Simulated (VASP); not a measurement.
# In (P6_3/mmc) in VASP: further runs, part 2 of 2

VASP 6.6.1. Earlier steps stand in the parts before.

## 4. Relaxation of shape and atoms at fixed volume, PBE

This run uses another cell than the first one, of 20.84 Å³/atom, 1.364 times its volume.

INCAR

```
PREC = Accurate
ENCUT = 600
EDIFF = 1E-6
ISMEAR = -1
SIGMA = 0.08
LREAL = F
LASPH = T
NELM = 100
ALGO = Normal
ISIF = 4
LWAVE = F
LCHARG = F
GGA = PE
IBRION = 2
NSW = 50
EDIFFG = -0.005
```

KPOINTS

```
Automatic mesh
0
Gamma
  13 13 7
```

POSCAR

```
In
1.0
    3.1287323308      0.0000000000      0.0000000000
   -1.5643661654      2.7095616801      0.0000000000
    0.0000000000      0.0000000000      4.9154589638
In
2
Direct
    0.3333333333      0.6666666667      0.2500000000
    0.6666666667      0.3333333333      0.7500000000
```

Potentials or basis: VASP PAW PBE potentials, release 64 (In_d).

Run with:

```
$ cat potpaw_PBE.64/In_d/POTCAR > POTCAR
$ mpirun -np 1 vasp_std > vasp.out
```

OUTCAR:

```text
PREC = Accurate
   ENCUT = 600
   EDIFF = 1E-6
   ISMEAR = -1
   LREAL = F
   LASPH = T
   NELM = 100
   ISIF = 4
   GGA = PE
   IBRION = 2
   NSW = 50
   EDIFFG = -0.005

 ion  position               nearest neighbor table
   1  0.333  0.667  0.250-   2 3.05   2 3.05   2 3.05   2 3.05   2 3.05   2 3.05
   2  0.667  0.333  0.750-   1 3.05   1 3.05   1 3.05   1 3.05   1 3.05   1 3.05

  LATTYP: Found a hexagonal cell.
 ALAT       =     3.1287323308
 C/A-ratio  =     1.5710704669

  Lattice vectors:

 A1 = (   3.1287323308,   0.0000000000,   0.0000000000)
 A2 = (  -1.5643661654,   2.7095616801,   0.0000000000)
 A3 = (   0.0000000000,   0.0000000000,   4.9154589638)

Analysis of symmetry for initial positions (statically):
=====================================================================
 Subroutine PRICEL returns:
 Original cell was already a primitive cell.

 Routine SETGRP: Setting up the symmetry group for a
 hexagonal supercell.

 Subroutine GETGRP returns: Found 24 space group operations
 (whereof 12 operations were pure point group operations)
[... 169 lines left out ...]
------------------------ aborting loop because EDIFF is reached ----------------------------------------

  FORCE on cell =-STRESS in cart. coord.  units (eV):
  Direction    XX          YY          ZZ          XY          YZ          ZX
  --------------------------------------------------------------------------------------
  -------------------------------------------------------------------------------------
  Total        5.1459485      5.1459485      5.6970842      0.0000000     -0.0000000      0.0000000
  in kB      197.8538445    197.8538445    219.0441670      0.0000000     -0.0000000      0.0000000
  external PRESSURE =     204.9172853 kB  Pullay stress =       0.0000000 kB
[... 59 lines left out ...]
--------------------------------------- Ionic step        3  -------------------------------------------

 number of electron      26.0000004 magnetization

 Free energy of the ion-electron system (eV)
  ---------------------------------------------------
  ext. energy  EPLUGINS =         0.00000000
  ---------------------------------------------------
  free energy    TOTEN  =        -4.45857217 eV

  energy without entropy =       -4.43991594  energy(sigma->0) =       -4.44924405

 E-fermi :  10.5710     XC(G=0): -11.3855

 val. band max:       10.5456890281   @ k =   0.3077   0.3077   0.4286
 cond. band min:      10.5883981886   @ k =   0.3846   0.0769   0.0000
 fundamental gap:      0.0427091606
 Fermi energy:        10.5710256553

 k-point     1 :       0.0000    0.0000    0.0000
  band No.  band energies     occupation
      1      -4.7537      2.00000
      2      -4.5309      2.00000
      3      -4.5064      2.00000
      4      -4.5064      2.00000
      5      -4.4448      2.00000
      6      -4.4448      2.00000
[... 457 lines left out ...]
      4      -4.4646      2.00000
      5      -4.4559      2.00000
      6      -4.3574      2.00000
[... 9 lines left out ...]
     16      20.1233      0.00000
     17      20.4442      0.00000

 [... further k-points ...]
[... 5 lines left out ...]
  --------------------------------------------------------------------------------------
  -------------------------------------------------------------------------------------
  Total        5.3075497      5.3075497      5.3040237      0.0000000      0.0000000      0.0000000
  in kB      204.0671620    204.0671620    203.9315945      0.0000000      0.0000000      0.0000000
  external PRESSURE =     204.0219728 kB  Pullay stress =       0.0000000 kB
[... 17 lines left out ...]
  FREE ENERGIE OF THE ION-ELECTRON SYSTEM (eV)
  ---------------------------------------------------
  free  energy   TOTEN  =        -4.4585721681 eV

  energy  without entropy=       -4.4399159377  energy(sigma->0) =       -4.44924405

 reached required accuracy - stopping structural energy minimisation
```

OSZICAR:

```text
N       E                     dE             d eps       ncg     rms          rms(c)
DAV:   1     0.201171174298E+03    0.20117E+03   -0.14893E+04  2880   0.254E+03
DAV:   2     0.687886153761E+01   -0.19429E+03   -0.19242E+03  2859   0.413E+02
DAV:   3    -0.430786532684E+01   -0.11187E+02   -0.11113E+02  3420   0.124E+02
[... 19 lines left out ...]
DAV:   2    -0.446035105384E+01    0.29286E-02   -0.63497E-03  4172   0.144E+00    0.237E-01
DAV:   3    -0.445852546792E+01    0.18256E-02   -0.26770E-03  4109   0.113E+00    0.424E-02
DAV:   4    -0.445857447034E+01   -0.49002E-04   -0.53396E-04  3160   0.247E-01    0.563E-02
DAV:   5    -0.445857214547E+01    0.23249E-05   -0.14889E-05  4231   0.373E-02    0.723E-03
DAV:   6    -0.445857216809E+01   -0.22621E-07   -0.45285E-07  1690   0.753E-03
   3 F= -.44585722E+01 E0= -.44492441E+01  d E =-.333551E-02
```

CONTCAR:

```text
In
   1.00000000000000
     3.1084025636023758    0.0000000000000000    0.0000000000000000
    -1.5542012818011879    2.6919555852486159   -0.0000000000000000
     0.0000000000000000   -0.0000000000000000    4.9799660017429828
  In
     2
Direct
     0.3333333332999970    0.6666666667000030    0.2500000000000000
     0.6666666667000030    0.3333333332999970    0.7500000000000000

  0.00000000E+00  0.00000000E+00  0.00000000E+00
  0.00000000E+00  0.00000000E+00  0.00000000E+00
```

It took 51 s on 1 thread of Intel Xeon 6975P-C (Granite Rapids), shared host; peak memory 0.21 GiB.

Results:

```
Free energy               : -4.4586 eV
Energy gained by relaxing : 1.7 meV/atom
Ionic steps               : 3
Pressure after relaxing   : 20.4 GPa
Band gap on the k mesh    : zero (band 13 reaches 14.05 eV, above the bottom of band 14 at 7.85 eV)
```

The path:
```tsv
step	energy change (eV)	largest force (eV/Å)	pressure (GPa)	volume (Å³)
1	0.0000	0.0000	20.49	41.67
2	-0.0030	0.0000	20.43	41.67
3	-0.0033	0.0000	20.40	41.67
```

Final structure:
```
In
1.0
     3.10840    0.00000    0.00000
    -1.55420    2.69196    0.00000
     0.00000    0.00000    4.97997
In
2
Direct
  0.33333 0.66667 0.25000
  0.66667 0.33333 0.75000
```

Caveat: spin-orbit coupling is left out, which moves the levels of the heavy elements.

## 5. Summary

| cell | gap on the mesh (eV) | pressure (GPa) |
| --- | --- | --- |
| relaxed from a = 2.821, b = 2.821, c = 4.433 Å, angles 90.0, 90.0, 120.0°, 2 atoms | none | 95.1 |
| relaxed from a = 2.983, b = 2.983, c = 4.686 Å, angles 90.0, 90.0, 120.0°, 2 atoms | none | 44.4 |
| relaxed from a = 3.129, b = 3.129, c = 4.915 Å, angles 90.0, 90.0, 120.0°, 2 atoms | none | 20.4 |

Alike in all rows: task relaxation of shape and atoms at fixed volume; level PBE; potentials or basis VASP PAW PBE potentials, release 64 (In_d); no spin polarisation; k mesh 13 × 13 × 7; cutoff (eV) 600; smearing fermi-dirac 0.08 eV.

Caveats: spin-orbit coupling is left out, which moves the levels of the heavy elements.

Absolute energies hang on the potentials; compare differences alone.
